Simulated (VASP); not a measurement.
# Tl (P6_3/mmc) in VASP: further runs

The runs below take Tl through relaxation of cell and atoms, with PBE+D3(BJ).

Program: VASP 6.6.1. These are calculated values, not measurements. Logs are shortened: lines on timing, memory, paths and dates and some standing lists are left out, and cuts for length are marked.

**1. The cell of the first run**

Symmetry: P6_3/mmc, No. 194, hexagonal system. Conventional cell: a = 3.148 Å, b = 3.148 Å, c = 5.152 Å, α = 90.00°, β = 90.00°, γ = 120.00°. Tl (site symmetry -6m2) has 12 Tl at 3.15 Å within 4.1 Å.

**2. Relaxation of cell and atoms, PBE+D3(BJ), target pressure 25 GPa, at which the enthalpy is minimised**

Contents of INCAR:

```
ALGO = Fast
EDIFF = 1E-6
EDIFFG = -0.008
ENCUT = 600
GGA = PE
IBRION = 2
ISIF = 3
ISMEAR = 0
IVDW = 12
LASPH = T
LCHARG = F
LREAL = F
LWAVE = F
NELM = 80
NSW = 70
PREC = Accurate
PSTRESS = 250.0
SIGMA = 0.1
```

Contents of KPOINTS:

```
k-points
0
Gamma
  15 15 8
```

Contents of POSCAR:

```
Tl
1.0
    3.1482650018      0.0000000000      0.0000000000
   -1.5741325009      2.7264774694      0.0000000000
    0.0000000000      0.0000000000      5.1517575447
Tl
2
Direct
    0.3333333333      0.6666666667      0.2500000000
    0.6666666667      0.3333333333      0.7500000000
```

Potentials or basis: VASP PAW PBE potentials, release 64 (Tl_d).

The run is started by

```
$ cat potpaw_PBE.64/Tl_d/POTCAR > POTCAR
$ mpirun -np 1 vasp_std > vasp.out
```

OUTCAR:

```text
EDIFF = 1E-6
   EDIFFG = -0.008
   ENCUT = 600
   GGA = PE
   IBRION = 2
   ISIF = 3
   ISMEAR = 0
   IVDW = 12
   LASPH = T
   LREAL = F
   NELM = 80
   NSW = 70
   PREC = Accurate
   PSTRESS = 250.0
 IVDW          = 12

 ion  position               nearest neighbor table
   1  0.333  0.667  0.250-   2 3.15   2 3.15   2 3.15   2 3.15   2 3.15   2 3.15
   2  0.667  0.333  0.750-   1 3.15   1 3.15   1 3.15   1 3.15   1 3.15   1 3.15

  LATTYP: Found a hexagonal cell.
 ALAT       =     3.1482650018
 C/A-ratio  =     1.6363798923

  Lattice vectors:

 A1 = (   3.1482650018,   0.0000000000,   0.0000000000)
 A2 = (  -1.5741325009,   2.7264774694,   0.0000000000)
 A3 = (   0.0000000000,   0.0000000000,   5.1517575447)

Analysis of symmetry for initial positions (statically):
=====================================================================
 Subroutine PRICEL returns:
 Original cell was already a primitive cell.

 Routine SETGRP: Setting up the symmetry group for a
 hexagonal supercell.

 Subroutine GETGRP returns: Found 24 space group operations
 (whereof 12 operations were pure point group operations)
 out of a pool of 24 trial point group operations.

The static configuration has the point symmetry D_3d.
 The point group associated with its full space group is D_6h.

Analysis of symmetry for dynamics (positions and initial velocities):
=====================================================================
 Subroutine PRICEL returns:
 Original cell was already a primitive cell.

 Routine SETGRP: Setting up the symmetry group for a
 hexagonal supercell.

 Subroutine GETGRP returns: Found 24 space group operations
 (whereof 12 operations were pure point group operations)
 out of a pool of 24 trial point group operations.

The dynamic configuration has the point symmetry D_3d.
 The point group associated with its full space group is D_6h.

 Subroutine INISYM returns: Found 24 space group operations
 (whereof 12 operations are pure point group operations),
 and found     1 'primitive' translations

----------------------------------------------------------------------------------------

                                     Primitive cell

  volume of cell :      44.2210

  direct lattice vectors                    reciprocal lattice vectors
     3.148265002  0.000000000  0.000000000     0.317635269  0.183386808  0.000000000
    -1.574132501  2.726477469  0.000000000     0.000000000  0.366773616  0.000000000
     0.000000000  0.000000000  5.151757545     0.000000000  0.000000000  0.194108514

  length of vectors
     3.148265002  3.148265002  5.151757545     0.366773616  0.366773616  0.194108514

  position of ions in fractional coordinates (direct lattice)
     0.333333333  0.666666667  0.250000000
     0.666666667  0.333333333  0.750000000

  ion indices of the primitive-cell ions
   primitive index   ion index
                 1           1
                 2           2

----------------------------------------------------------------------------------------

 KPOINTS: k-points

Automatic generation of k-mesh.
 Grid dimensions read from file:
 generate k-points for:   15   15    8

 Generating k-lattice:

  Cartesian coordinates                     Fractional coordinates (reciprocal lattice)
     0.021175685  0.012225787  0.000000000     0.066666667  0.000000000  0.000000000
     0.000000000  0.024451574  0.000000000     0.000000000  0.066666667  0.000000000
     0.000000000  0.000000000  0.024263564     0.000000000  0.000000000  0.125000000

  Length of vectors
     0.024451574  0.024451574  0.024263564

  Shift w.r.t. Gamma in fractional coordinates (k-lattice)
     0.000000000  0.000000000  0.000000000

 Subroutine IBZKPT returns following result:
 ===========================================

 Found    135 irreducible k-points:

 Following reciprocal coordinates:
            Coordinates               Weight
  0.000000  0.000000  0.000000      1.000000
  0.066667  0.000000  0.000000      6.000000
  0.133333  0.000000  0.000000      6.000000
  0.200000  0.000000  0.000000      6.000000
  0.266667  0.000000  0.000000      6.000000
  0.333333  0.000000  0.000000      6.000000
[... 16 lines left out ...]
  0.333333  0.200000  0.000000     12.000000
  0.400000  0.200000  0.000000      6.000000
 [... further k-points ...]
   k-points           NKPTS =    135   k-points in BZ     NKDIM =    135   number of bands    NBANDS=     17
   number of dos      NEDOS =    301   number of ions     NIONS =      2
   total plane-waves  NPLWV =  32928
   dimension x,y,z NGX =    28 NGY =   28 NGZ =   42
   dimension x,y,z NGXF=    56 NGYF=   56 NGZF=   84
   ions per type =               2
   NGX,Y,Z   is equivalent  to a cutoff of  14.79, 14.79, 13.55 a.u.
   NGXF,Y,Z  is equivalent  to a cutoff of  29.57, 29.57, 27.11 a.u.
 SYSTEM =  unknown system
   PREC   = accura    normal or accurate (medium, high low for compatibility)
   ISTART =      0    job   : 0-new  1-cont  2-samecut
   ICHARG =      2    charge: 1-file 2-atom 10-const
   ISPIN  =      1    spin polarized calculation?
   LNONCOLLINEAR =      F non collinear calculations
   LSORBIT =      F    spin-orbit coupling
   LASPH  =      T    aspherical Exc in radial PAW
   ENCUT  =  600.0 eV  44.10 Ry    6.64 a.u.   6.29  6.29 10.29*2*pi/ulx,y,z
   NELM   =     80;   NELMIN=  2; NELMDL= -5     # of ELM steps
   EDIFF  = 0.1E-05   stopping-criterion for ELM
   LREAL  =      F    real-space projection
   EDIFFG = -.8E-02   stopping-criterion for IOM
   NSW    =     70    number of steps for IOM
   IBRION =      2    ionic relax: 0-MD 1-quasi-New 2-CG
   NFREE  =      1    steps in history (QN), initial steepest desc. (CG)
   ISIF   =      3    stress and relaxation
   ISYM   =      2    0-nonsym 1-usesym 2-fastsym
   POTIM  = 0.5000    time-step for ionic-motion
   TEBEG  =    0.0;   TEEND  =   0.0 temperature during run
   PSTRESS=  250.0 pullay stress
   NELECT =      26.0000    total number of electrons
   NUPDOWN=      -1.0000    fix difference up-down
   EMIN   =  10.00;   EMAX   =-10.00  energy-range for DOS
   EFERMI =   0.00;   METHOD = LEGACY
   ISMEAR =     0;   SIGMA  =   0.10  broadening in eV -4-tet -1-fermi 0-gaus
   EFERMI_NEDOS =   21; number of points for ismear=-14 and -15
   IALGO  =     68    algorithm
   IMIX   =      4    mixing-type and parameters
     AMIX     =   0.40;   BMIX     =  1.00
     AMIX_MAG =   1.60;   BMIX_MAG =  1.00
  volume/ion in A,a.u.               =      22.11       149.21
  Fermi-wavevector in a.u.,A,eV,Ry     =   1.371481  2.591723 25.592010  1.880960
  Thomas-Fermi vector in A             =   2.497174
   LORBIT       =      0    0 simple, 1 ext, 2 COOP (PROOUT), +10 PAW based schemes
   GGA     = PE    functional components
   LHFCALC =     F    Hartree Fock is set to
   AEXX    =    0.0000 exact exchange contribution
   IVDW    =    12    specifies the selected vdW correction
   LEPSILON=     F    determine dielectric tensor
   LRPA    =     F    only Hartree local field effects (RPA)
 conjugate gradient relaxation of ions
 non-spin polarized calculation
 RMM-DIIS sequential band-by-band and
 Gauss-broadening in eV      SIGMA  =   0.10
  energy-cutoff  :      600.00
  volume of cell :       44.22
 maximum number of plane-waves:      1496
 NGX is ok and might be reduce to    28
   NGX = 13   NGY = 13   NGZ = 21

--------------------------------------- Ionic step        1  -------------------------------------------

 number of electron      25.9999997 magnetization

 Free energy of the ion-electron system (eV)
  ---------------------------------------------------
  ext. energy  EPLUGINS =         0.00000000
  ---------------------------------------------------
  free energy    TOTEN  =        -3.49021356 eV

  energy without entropy =       -3.48691670  energy(sigma->0) =       -3.48856513

 E-fermi :   9.8334     XC(G=0): -11.5454

 val. band max:        9.8242783219   @ k =   0.3333   0.1333   0.3750
 cond. band min:       9.8423728864   @ k =   0.3333   0.3333   0.2500
 fundamental gap:      0.0180945644
 Fermi energy:         9.8333525495

 k-point     1 :       0.0000    0.0000    0.0000
  band No.  band energies     occupation
      1      -2.9916      2.00000
      2      -2.4366      2.00000
      3      -2.3906      2.00000
      4      -2.3627      2.00000
      5      -2.3627      2.00000
      6      -2.2624      2.00000
[... 9 lines left out ...]
     16      20.5293      0.00000
     17      21.6733      0.00000
[... 443 lines left out ...]
      1      -2.8415      2.00000
      2      -2.7758      2.00000
      3      -2.5185      2.00000
      4      -2.3741      2.00000
      5      -2.1727      2.00000
      6      -2.0169      2.00000
[... 9 lines left out ...]
     16      11.9541      0.00000
     17      14.2545      0.00000

 [... further k-points ...]

------------------------ aborting loop because EDIFF is reached ----------------------------------------

 Edisp (eV)   -0.89661

 E8    (eV) :    -0.4706

  FORCE on cell =-STRESS in cart. coord.  units (eV):
  Direction    XX          YY          ZZ          XY          YZ          ZX
  --------------------------------------------------------------------------------------
  -------------------------------------------------------------------------------------
  Total       5.70522     5.70522     5.74227     0.00000     0.00000    -0.00000
  in kB     206.70678   206.70678   208.04889     0.00000     0.00000    -0.00000
  external pressure =      -42.85 kB  Pullay stress =      250.00 kB
[... 191 lines left out ...]
  enthalpy is  TOTEN    =         2.4946484721 eV   P V=        6.6880925331

--------------------------------------- Ionic step        6  -------------------------------------------

 number of electron      26.0000000 magnetization

 Free energy of the ion-electron system (eV)
  ---------------------------------------------------
  ext. energy  EPLUGINS =         0.00000000
  ---------------------------------------------------
  free energy    TOTEN  =        -3.26705714 eV

  energy without entropy =       -3.26383754  energy(sigma->0) =       -3.26544734

 E-fermi :  10.3043     XC(G=0): -11.7186

 val. band max:       10.2704576356   @ k =   0.4000   0.0667   0.2500
 cond. band min:      10.3105624051   @ k =   0.3333   0.3333   0.2500
 fundamental gap:      0.0401047695
 Fermi energy:        10.3043157684

 k-point     1 :       0.0000    0.0000    0.0000
  band No.  band energies     occupation
      1      -2.7041      2.00000
      2      -2.2394      2.00000
      3      -2.0906      2.00000
      4      -2.0078      2.00000
      5      -2.0078      2.00000
      6      -1.8998      2.00000
[... 9 lines left out ...]
     16      21.0021      0.00000
     17      22.0656      0.00000
[... 443 lines left out ...]
      1      -2.5251      2.00000
      2      -2.4585      2.00000
      3      -2.1914      2.00000
      4      -2.0209      2.00000
      5      -1.8106      2.00000
      6      -1.6405      2.00000
[... 9 lines left out ...]
     16      12.4322      0.00000
     17      14.7979      0.00000

 [... further k-points ...]

------------------------ aborting loop because EDIFF is reached ----------------------------------------

 Edisp (eV)   -0.92632

 E8    (eV) :    -0.4865

  FORCE on cell =-STRESS in cart. coord.  units (eV):
  Direction    XX          YY          ZZ          XY          YZ          ZX
  --------------------------------------------------------------------------------------
  -------------------------------------------------------------------------------------
  Total       6.69630     6.69630     6.68869     0.00000    -0.00000     0.00000
  in kB     250.30922   250.30922   250.02492     0.00000    -0.00000     0.00000
  external pressure =        0.21 kB  Pullay stress =      250.00 kB
[... 17 lines left out ...]
  FREE ENERGIE OF THE ION-ELECTRON SYSTEM (eV)
  ---------------------------------------------------
  free  energy   TOTEN  =        -4.1933755518 eV

  energy  without entropy=       -4.1901559435  energy(sigma->0) =       -4.19176575

  enthalpy is  TOTEN    =         2.4946484615 eV   P V=        6.6880240132

 reached required accuracy - stopping structural energy minimisation
```

It took 3.3 min on 1 thread of AMD EPYC 9R45 (Zen 5), shared host; peak memory 0.24 GiB.

Results:

| Property | Result |
| --- | --- |
| Free energy | -4.1934 eV |
| Relaxed volume | 21.43 Å³/atom |
| Relaxed cell | a = 3.113 Å, b = 3.113 Å, c = 5.106 Å, α = 90.00°, β = 90.00°, γ = 120.00° |
| Space group after relaxing (to 0.1 Å) | P6_3/mmc (No. 194) |
| Energy change on relaxing (the run minimises the enthalpy) | +96.7 meV/atom |
| Ionic steps | 6 |
| Pressure after relaxing | 25.0 GPa |
| Band gap on the k mesh | zero (bands 13 and 14 overlap by 7.57 eV) |
| Dispersion energy per atom | -0.463 eV |

The path:
| step | energy change (eV) | largest force (eV/Å) | pressure (GPa) | volume (Å³) |
| --- | --- | --- | --- | --- |
| 1 | 0.0000 | 0.0000 | 20.72 | 44.22 |
| 2 | 0.6190 | 0.0000 | 34.26 | 40.54 |
| 3 | 0.1892 | 0.0000 | 24.91 | 42.89 |
| 4 | 0.1933 | 0.0000 | 25.04 | 42.86 |
| 5 | 0.1934 | 0.0000 | 25.02 | 42.86 |
| 6 | 0.1935 | 0.0000 | 25.02 | 42.86 |

Final structure:
```xyz
2
Lattice="3.1133 0.0000 0.0000 -1.5566 2.6962 0.0000 0.0000 0.0000 5.1062" Properties=species:S:1:pos:R:3 pbc="T T T"
Tl    0.0000    1.7975    1.2766
Tl    1.5566    0.8987    3.8297
```

Levels at points of the mesh, in eV from the Fermi level:
```csv
k point,band 11,band 12,band 13,band 14,band 15,band 16
"(0.00, 0.00, 0.00)",-11.40,-5.34,-4.49,10.32,10.32,10.70
"(0.00, 0.00, 0.50)",-10.58,-10.58,3.83,3.83,10.87,10.87
```

Caveat: the cell is relaxed towards a set pressure, so the run minimises the enthalpy, not the energy; spin-orbit coupling is left out, which moves the levels of the heavy elements.

(Continued in part 2 of 2.)
